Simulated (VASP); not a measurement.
Cd, 3 atoms in the cell. The cell holds a slab with vacuum, 3 atoms: a = 2.979 Å, b = 2.979 Å, c = 20.618 Å, α = 90.00°, β = 90.00°, γ = 120.00°.  This cell differs from its parent crystal: atoms moved at random.

* Program: VASP 6.6.1
* Task: relaxation of the atoms
* Functional: PBE
* Potentials or basis: VASP PAW PBE potentials, release 64 (Cd)
* Cutoff: 550 eV
* k mesh: 12 × 12 × 1
* Occupations: methfessel-paxton, width 0.1 eV
* Spin: no spin polarisation
* Atoms held fixed (from 0): [0]
* Tolerance level: screening
* Dipole correction: yes
* Purpose: geometry
* Further INCAR settings: ALGO = Normal; EDIFF = 1e-07; NELMDL = -8; IBRION = 2; EDIFFG = -0.002; NSW = 120; ISIF = 0

Potentials or basis: VASP PAW PBE potentials, release 64 (Cd).

Launch:

```sh
$ cat potpaw_PBE.64/Cd/POTCAR > POTCAR
$ mpirun -np 8 vasp_std > vasp.out
```

Hardware: 8 MPI ranks on Intel(R) Xeon(R) 6975P-C (Granite Rapids), with other jobs on the host.

Problem. How long does it take, and how much memory?

Solution. Wall time 5.9 min on 8 MPI ranks on Intel(R) Xeon(R) 6975P-C (Granite Rapids), on a shared host, peak memory 0.5 GiB a rank. Counts: scf iterations 261, k points 74, ion steps 27.
